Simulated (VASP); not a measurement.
Set up this calculation in VASP 6.6.1, as the native input.

| Property | Result |
| --- | --- |
| Task | single point |
| Functional | PBE |
| Potentials or basis | VASP PAW PBE potentials, release 64 (Ca_sv) |
| Cutoff | 520 eV |
| k mesh | 6 × 6 × 4 |
| Occupations | gaussian, width 0.1 eV |
| Spin | no spin polarisation |
| Dipole correction | no |
| Further INCAR settings | ALGO = Fast; EDIFF = 1e-06; NBANDS = 17 |

The structure of Ca lies in POSCAR:

```
Ca
1.0
    1.9400745323     -5.4388986025      0.0000000000
    1.9400745323      5.4388986025      0.0000000000
    0.0000000000      0.0000000000      4.2414043223
Ca
2
Direct
    0.8670000000      0.1330000000      0.2500000000
    0.1330000000      0.8670000000      0.7500000000
```

The input as run:

INCAR

```
  PREC = Accurate
  ENCUT = 520
  EDIFF = 1E-6
  ISMEAR = 0
  SIGMA = 0.1
  LREAL = F
  LASPH = T
  NELM = 60
  ALGO = Fast
  ISIF = 2
  LWAVE = F
  LCHARG = F
  GGA = PE
  NBANDS = 17
```

KPOINTS

```
Automatic mesh
0
Gamma
  6 6 4
```

Potentials or basis: VASP PAW PBE potentials, release 64 (Ca_sv).

Run with:

```sh
$ cat potpaw_PBE.64/Ca_sv/POTCAR > POTCAR
$ mpirun -np 1 vasp_std > vasp.out
```

It gave:

| Property | Result |
| --- | --- |
| Pressure | -0.3 GPa |
| Largest force | 0.153 eV/Å |
| Band gap on the k mesh | zero (bands 10 and 11 overlap by 0.70 eV) |

Caveat: the k points lie up to 0.37 Å⁻¹ apart, too coarse for converged energies and pressures of a metal.

It took 86 s on 1 thread of Intel(R) Xeon(R) Platinum 8488C (Sapphire Rapids) (shared host), peak memory 0.26 GiB.
